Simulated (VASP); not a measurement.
# CdS (Hawleyite) (I-4m2) in VASP: a series of runs

CdS (Hawleyite) is run at these levels: PBE, r2SCAN; tasks: single point.

All numbers are computed with VASP 6.6.1; they aren't measurements. Logs are shortened: lines on timing, memory, paths and dates and some standing lists are left out, and cuts for length are marked.

## (1) The cell of the first run

It takes space group I-4m2 (No. 119, tetragonal). Conventional cell: a = 3.954 Å, b = 3.954 Å, c = 6.280 Å, α = 90.00°, β = 90.00°, γ = 90.00°. Cd (site symmetry -4m2) has 4 S at 2.52 Å within 3.3 Å. Within 3.3 Å of S (site symmetry -4m2) lie 4 Cd at 2.52 Å.

## (2) Single point, PBE (epitaxial xy strain -4.9%)

INCAR

```
SYSTEM = CdS
ALGO = Normal
EDIFF = 1E-7
ENCUT = 520
GGA = PE
ISIF = 2
ISMEAR = 0
LASPH = .True.
LCHARG = .True.
LELF = .True.
LREAL = .False.
LVHAR = .True.
LWAVE = .False.
NBANDS = 16
NELM = 60
PREC = Accurate
SIGMA = 0.01
```

KPOINTS

```
k-points
0
Gamma
  4 4 4
  0 0 0
```

POSCAR

```
CdS
1.0
    0.0000000000      2.7957802499      3.1399941717
    2.7957802499      0.0000000000      3.1399941717
    2.7957802499      2.7957802499      0.0000000000
Cd S
1 1
Direct
    0.0000000000      0.0000000000      0.0000000000
    0.2500000000      0.2500000000      0.2500000000
```

Potentials or basis: VASP PAW PBE potentials, release 64 (Cd, S).

The run is started by

```sh
$ cat potpaw_PBE.64/Cd/POTCAR potpaw_PBE.64/S/POTCAR > POTCAR
$ mpirun -np 1 vasp_std > vasp.out
```

OUTCAR:

```text
SYSTEM = CdS
   EDIFF = 1E-7
   ENCUT = 520
   GGA = PE
   ISIF = 2
   ISMEAR = 0
   LASPH = .True.
   LREAL = .False.
   NELM = 60
   PREC = Accurate

 ion  position               nearest neighbor table
   1  0.000  0.000  0.000-   2 2.52   2 2.52   2 2.52   2 2.52
   2  0.250  0.250  0.250-   1 2.52   1 2.52   1 2.52   1 2.52

  LATTYP: Found a body centered tetragonal cell.
 ALAT       =     3.9538303468
 C/A-ratio  =     1.5883302500

  Lattice vectors:

 A1 = (  -2.7957802499,   0.0000000000,   3.1399941717)
 A2 = (   2.7957802499,   0.0000000000,   3.1399941717)
 A3 = (   0.0000000000,   2.7957802499,  -3.1399941717)

Analysis of symmetry for initial positions (statically):
=====================================================================
 Subroutine PRICEL returns:
 Original cell was already a primitive cell.

 Routine SETGRP: Setting up the symmetry group for a
 body centered tetragonal supercell.

 Subroutine GETGRP returns: Found  8 space group operations
 (whereof  8 operations were pure point group operations)
 out of a pool of 16 trial point group operations.

The static configuration has the point symmetry D_2d.

Analysis of symmetry for dynamics (positions and initial velocities):
=====================================================================
 Subroutine PRICEL returns:
 Original cell was already a primitive cell.

 Routine SETGRP: Setting up the symmetry group for a
 body centered tetragonal supercell.

 Subroutine GETGRP returns: Found  8 space group operations
 (whereof  8 operations were pure point group operations)
 out of a pool of 16 trial point group operations.

The dynamic configuration has the point symmetry D_2d.

 Subroutine INISYM returns: Found  8 space group operations
 (whereof  8 operations are pure point group operations),
 and found     1 'primitive' translations

----------------------------------------------------------------------------------------

                                     Primitive cell

  volume of cell :      49.0868

  direct lattice vectors                    reciprocal lattice vectors
     0.000000000  2.795780250  3.139994172    -0.178840951  0.178840951  0.159235964
     2.795780250  0.000000000  3.139994172     0.178840951 -0.178840951  0.159235964
     2.795780250  2.795780250  0.000000000     0.178840951  0.178840951 -0.159235964

  length of vectors
     4.204277655  4.204277655  3.953830347     0.298871652  0.298871652  0.298871652

  position of ions in fractional coordinates (direct lattice)
     0.000000000  0.000000000  0.000000000
     0.250000000  0.250000000  0.250000000

  ion indices of the primitive-cell ions
   primitive index   ion index
                 1           1
                 2           2

----------------------------------------------------------------------------------------

 KPOINTS: k-points

Automatic generation of k-mesh.
 Grid dimensions read from file:
 generate k-points for:    4    4    4

 Generating k-lattice:

  Cartesian coordinates                     Fractional coordinates (reciprocal lattice)
    -0.044710238  0.044710238  0.039808991     0.250000000  0.000000000  0.000000000
     0.044710238 -0.044710238  0.039808991     0.000000000  0.250000000  0.000000000
     0.044710238  0.044710238 -0.039808991     0.000000000  0.000000000  0.250000000

  Length of vectors
     0.074717913  0.074717913  0.074717913

  Shift w.r.t. Gamma in fractional coordinates (k-lattice)
     0.000000000  0.000000000  0.000000000

 Subroutine IBZKPT returns following result:
 ===========================================

 Found     13 irreducible k-points:

 Following reciprocal coordinates:
            Coordinates               Weight
  0.000000  0.000000  0.000000      1.000000
  0.250000  0.000000  0.000000      8.000000
  0.500000  0.000000  0.000000      4.000000
  0.250000  0.250000  0.000000      2.000000
  0.500000  0.250000  0.000000      8.000000
 -0.250000  0.250000  0.000000      4.000000
  0.500000  0.500000  0.000000      1.000000
  0.250000  0.000000  0.250000      4.000000
  0.500000 -0.000000  0.250000     16.000000
 -0.250000  0.000000  0.250000      8.000000
 -0.250000  0.500000  0.250000      4.000000
  0.500000  0.000000  0.500000      2.000000
 -0.250000  0.250000  0.500000      2.000000
   k-points           NKPTS =     13   k-points in BZ     NKDIM =     13   number of bands    NBANDS=     16
   number of dos      NEDOS =    301   number of ions     NIONS =      2
   total plane-waves  NPLWV =  30720
   dimension x,y,z NGX =    32 NGY =   32 NGZ =   30
   dimension x,y,z NGXF=    64 NGYF=   64 NGZF=   60
   ions per type =               1   1
   NGX,Y,Z   is equivalent  to a cutoff of  12.65, 12.65, 12.61 a.u.
   NGXF,Y,Z  is equivalent  to a cutoff of  25.31, 25.31, 25.23 a.u.
 SYSTEM =  CdS
   PREC   = accura    normal or accurate (medium, high low for compatibility)
   ISTART =      0    job   : 0-new  1-cont  2-samecut
   ICHARG =      2    charge: 1-file 2-atom 10-const
   ISPIN  =      1    spin polarized calculation?
   LNONCOLLINEAR =      F non collinear calculations
   LSORBIT =      F    spin-orbit coupling
   LASPH  =      T    aspherical Exc in radial PAW
   ENCUT  =  520.0 eV  38.22 Ry    6.18 a.u.   7.82  7.82  7.35*2*pi/ulx,y,z
   NELM   =     60;   NELMIN=  2; NELMDL= -5     # of ELM steps
   EDIFF  = 0.1E-06   stopping-criterion for ELM
   LREAL  =      F    real-space projection
   EDIFFG = 0.1E-05   stopping-criterion for IOM
   NSW    =      0    number of steps for IOM
   IBRION =     -1    ionic relax: 0-MD 1-quasi-New 2-CG
   NFREE  =      0    steps in history (QN), initial steepest desc. (CG)
   ISIF   =      2    stress and relaxation
   ISYM   =      2    0-nonsym 1-usesym 2-fastsym
   POTIM  = 0.5000    time-step for ionic-motion
   TEBEG  =    0.0;   TEEND  =   0.0 temperature during run
   PSTRESS=    0.0 pullay stress
   NELECT =      18.0000    total number of electrons
   NUPDOWN=      -1.0000    fix difference up-down
   EMIN   =  10.00;   EMAX   =-10.00  energy-range for DOS
   EFERMI =   0.00;   METHOD = LEGACY
   ISMEAR =     0;   SIGMA  =   0.01  broadening in eV -4-tet -1-fermi 0-gaus
   EFERMI_NEDOS =   21; number of points for ismear=-14 and -15
   IALGO  =     38    algorithm
   IMIX   =      4    mixing-type and parameters
     AMIX     =   0.40;   BMIX     =  1.00
     AMIX_MAG =   1.60;   BMIX_MAG =  1.00
  volume/ion in A,a.u.               =      24.54       165.63
  Fermi-wavevector in a.u.,A,eV,Ry     =   1.171774  2.214333 18.681553  1.373055
  Thomas-Fermi vector in A             =   2.308213
   LORBIT       =      0    0 simple, 1 ext, 2 COOP (PROOUT), +10 PAW based schemes
   GGA     = PE    functional components
   LHFCALC =     F    Hartree Fock is set to
   AEXX    =    0.0000 exact exchange contribution
   IVDW    =     0    specifies the selected vdW correction
   LEPSILON=     F    determine dielectric tensor
   LRPA    =     F    only Hartree local field effects (RPA)
 non-spin polarized calculation
 Gauss-broadening in eV      SIGMA  =   0.01
  energy-cutoff  :      520.00
  volume of cell :       49.09
 maximum number of plane-waves:      1348
   NGX = 15   NGY = 15   NGZ = 15

 number of electron      17.9999999 magnetization

 Free energy of the ion-electron system (eV)
  ---------------------------------------------------
  ext. energy  EPLUGINS =         0.00000000
  ---------------------------------------------------
  free energy    TOTEN  =        -6.04858821 eV

  energy without entropy =       -6.04858821  energy(sigma->0) =       -6.04858821

 E-fermi :   1.6395     XC(G=0):  -9.2043

 val. band max:        1.5489693641   @ k =   0.0000   0.0000   0.0000
 cond. band min:       2.5383524668   @ k =   0.0000   0.0000   0.0000
 fundamental gap:      0.9893831027
 Fermi energy:         1.6394964874

 k-point     1 :       0.0000    0.0000    0.0000
  band No.  band energies     occupation
      1     -10.9805      2.00000
      2      -6.4066      2.00000
      3      -6.3209      2.00000
      4      -6.3209      2.00000
      5      -5.9006      2.00000
      6      -5.8563      2.00000
[... 8 lines left out ...]
     15      13.0763      0.00000
     16      13.4548      0.00000

 k-point     2 :       0.2500    0.0000    0.0000
  band No.  band energies     occupation
      1     -10.7564      2.00000
      2      -6.3177      2.00000
      3      -6.2473      2.00000
      4      -6.1182      2.00000
      5      -5.8710      2.00000
      6      -5.8639      2.00000
[... 8 lines left out ...]
     15      12.3847      0.00000
     16      13.1763      0.00000

 k-point     3 :       0.5000    0.0000    0.0000
  band No.  band energies     occupation
      1     -10.5321      2.00000
      2      -6.2753      2.00000
      3      -6.1908      2.00000
      4      -5.8637      2.00000
      5      -5.8277      2.00000
      6      -5.4971      2.00000
[... 8 lines left out ...]
     15      13.7402      0.00000
     16      14.0625      0.00000

 k-point     4 :       0.2500    0.2500    0.0000
  band No.  band energies     occupation
      1     -10.7171      2.00000
      2      -6.2105      2.00000
      3      -6.1700      2.00000
      4      -6.1700      2.00000
      5      -5.9491      2.00000
      6      -5.8284      2.00000
[... 8 lines left out ...]
     15      13.9398      0.00000
     16      16.0465      0.00000
[... 115 lines left out ...]
 k-point    11 :      -0.2500    0.5000    0.2500
  band No.  band energies     occupation
      1     -10.4107      2.00000
      2      -6.1449      2.00000
      3      -6.0738      2.00000
      4      -5.9354      2.00000
      5      -5.8564      2.00000
      6      -5.2721      2.00000
[... 8 lines left out ...]
     15      14.0845      0.00000
     16      14.3238      0.00000

 k-point    12 :       0.5000    0.0000    0.5000
  band No.  band energies     occupation
      1     -10.3702      2.00000
      2      -6.1708      2.00000
      3      -6.0872      2.00000
      4      -5.9359      2.00000
      5      -5.7960      2.00000
      6      -5.3515      2.00000
[... 8 lines left out ...]
     15      13.0916      0.00000
     16      14.5955      0.00000

 k-point    13 :      -0.2500    0.2500    0.5000
  band No.  band energies     occupation
      1     -10.3707      2.00000
      2      -6.1713      2.00000
      3      -6.1034      2.00000
      4      -5.8957      2.00000
      5      -5.8919      2.00000
      6      -5.1967      2.00000
[... 8 lines left out ...]
     15      14.8277      0.00000
     16      15.6539      0.00000

------------------------ aborting loop because EDIFF is reached ----------------------------------------

  FORCE on cell =-STRESS in cart. coord.  units (eV):
  Direction    XX          YY          ZZ          XY          YZ          ZX
  --------------------------------------------------------------------------------------
  -------------------------------------------------------------------------------------
  Total        1.3906891      1.3906891      0.6134794      0.0000000      0.0000000      0.0000000
  in kB       45.3916256     45.3916256     20.0237623      0.0000000      0.0000000      0.0000000
  external PRESSURE =      36.9356712 kB  Pullay stress =       0.0000000 kB

 VOLUME and BASIS-vectors are now :
 -----------------------------------------------------------------------------
  energy-cutoff  :      520.00
  volume of cell :       49.09
      direct lattice vectors                 reciprocal lattice vectors
     0.000000000  2.795780250  3.139994172    -0.178840951  0.178840951  0.159235964
     2.795780250  0.000000000  3.139994172     0.178840951 -0.178840951  0.159235964
     2.795780250  2.795780250  0.000000000     0.178840951  0.178840951 -0.159235964

 POSITION                                       TOTAL-FORCE (eV/Angst)
 -----------------------------------------------------------------------------------
      0.00000      0.00000      0.00000         0.000000      0.000000     -0.000000
      1.39789      1.39789      1.57000        -0.000000     -0.000000      0.000000
 -----------------------------------------------------------------------------------
    total drift:                                0.000001      0.000001     -0.000003

  FREE ENERGIE OF THE ION-ELECTRON SYSTEM (eV)
  ---------------------------------------------------
  free  energy   TOTEN  =        -6.0485882148 eV

  energy  without entropy=       -6.0485882148  energy(sigma->0) =       -6.04858821
```

Run time: 9.3 s. Hardware: 1 thread of AMD EPYC 9R45 (Zen 5), shared host; peak memory 0.14 GiB.

Results:

| Property | Result |
| --- | --- |
| Free energy | -6.0486 eV |
| Pressure | 3.7 GPa |
| Band gap on the k mesh | 0.99 eV, direct |

Stress tensor (GPa, compression positive):
```
4.54 0.00 0.00
0.00 4.54 0.00
0.00 0.00 2.00
```

Caveat: the k points lie up to 0.47 Å⁻¹ apart; the cell differs from its parent crystal (epitaxial xy strain -4.9%).

## (3) Single point, PBE (epitaxial xy strain -4.9%)

INCAR

```
SYSTEM = CdS
  PREC = Accurate
  ENCUT = 520
  EDIFF = 1E-6
  ISMEAR = -1
  SIGMA = 0.02
  LREAL = .FALSE.
  LASPH = .TRUE.
  NELM = 80
  ALGO = Normal
  ISIF = 2
  LWAVE = .FALSE.
  LCHARG = .FALSE.
  GGA = PE
  NBANDS = 16
```

KPOINTS

```
Automatic mesh
0
G
  8 8 8
  0 0 0
```

POSCAR is that of step 2.

Potentials or basis: VASP PAW PBE potentials, release 64 (Cd, S).

The run is started by

```sh
$ cat potpaw_PBE.64/Cd/POTCAR potpaw_PBE.64/S/POTCAR > POTCAR
$ mpirun -np 1 vasp_std > vasp.out
```

It took 27 s on 1 thread of AMD EPYC 9R45 (Zen 5), shared host; peak memory 0.17 GiB.

The run converged. Its results:

```
Free energy            : -6.0829 eV
Pressure               : 3.5 GPa
Band gap on the k mesh : 1.00 eV, direct
```

Stress tensor (GPa, compression positive):
```
4.36 0.00 0.00
0.00 4.36 0.00
0.00 0.00 1.87
```

Levels at points of the mesh, in eV from the valence-band top:
```tsv
k point	band 7	band 8	band 9	band 10	band 11	band 12
(0.00, 0.00, 0.00)	-0.43	0.00	0.00	1.00	6.49	6.51
(0.50, 0.00, 0.00)	-4.54	-1.14	-0.62	2.77	6.61	7.39
(0.50, 0.50, 0.00)	-4.57	-1.69	-1.69	3.76	4.86	8.38
(0.50, 0.00, 0.50)	-3.84	-2.25	-2.05	3.28	3.94	9.48
```

Caveat: the cell differs from its parent crystal (epitaxial xy strain -4.9%).

## (4) Single point, r2SCAN (epitaxial xy strain -4.9%)

POSCAR is that of step 3.

INCAR.step1

```
SYSTEM = CdS
PREC = Accurate
ENCUT = 520
ISMEAR = 0
SIGMA = 0.01
LREAL = .False.
LASPH = .True.
NELM = 60
NBANDS = 16
GGA = PE
ALGO = Normal
EDIFF = 1E-4
LWAVE = .True.
LCHARG = .False.
```

INCAR.step2

```
SYSTEM = CdS
PREC = Accurate
ENCUT = 520
EDIFF = 1E-7
ISMEAR = 0
SIGMA = 0.01
LREAL = .False.
LASPH = .True.
NELM = 60
ALGO = Normal
ISIF = 2
LWAVE = .False.
LCHARG = .False.
METAGGA = R2SCAN
LMIXTAU = .True.
NBANDS = 16
ISTART = 1
```

KPOINTS

```
Automatic mesh
0
Gamma
  8 8 8
  0 0 0
```

The run is started by

```sh
$ cat potpaw_PBE.64/Cd/POTCAR potpaw_PBE.64/S/POTCAR > POTCAR
$ cp INCAR.step1 INCAR
$ mpirun -np 1 vasp_std > vasp.out
$ cp INCAR.step2 INCAR
$ mpirun -np 1 vasp_std > vasp.out
```

Wall time 2.2 min (1 thread of AMD EPYC 9R45 (Zen 5), shared host); peak memory 0.17 GiB.

It converged, with:

| Property | Result |
| --- | --- |
| Free energy | -29.6436 eV |
| Pressure | 2.1 GPa |
| Band gap on the k mesh | 1.45 eV, direct |

Stress tensor (GPa, compression positive):
```
2.99 0.00 0.00
0.00 2.99 0.00
0.00 0.00 0.39
```

Levels at points of the mesh, in eV from the valence-band top:
```csv
k point,band 6,band 7,band 8,band 9,band 10,band 11,band 12,band 13
"(0.00, 0.00, 0.00)",-7.59,-0.44,0.00,0.00,1.45,7.02,7.03,7.03
"(0.50, 0.00, 0.00)",-7.23,-4.61,-1.16,-0.64,3.21,7.07,7.88,7.88
"(0.50, 0.50, 0.00)",-7.33,-4.61,-1.73,-1.73,4.08,5.31,8.89,11.68
"(0.50, 0.00, 0.50)",-7.08,-3.87,-2.31,-2.09,3.57,4.32,10.07,10.48
```

Caveat: the cell differs from its parent crystal (epitaxial xy strain -4.9%); the PAW data sets were made with another functional, which shifts forces and pressure a little.

## (5) Summary

```tsv
level	k mesh	smearing	gap on the mesh (eV)	pressure (GPa)
PBE	4 × 4 × 4	gaussian 0.01 eV	0.99	3.7
PBE	8 × 8 × 8	fermi-dirac 0.02 eV	1.00	3.5
r2SCAN	8 × 8 × 8	gaussian 0.01 eV	1.45	2.1
```

Alike in all rows: task single point; potentials or basis VASP PAW PBE potentials, release 64 (Cd, S); no spin polarisation; cell as given; cutoff (eV) 520.

Caveats: some runs use coarse meshes; the PAW data sets were made with another functional, which shifts forces and pressure a little (some runs).

Total energies depend on the potentials used, so only differences within one code and one set of settings carry meaning.
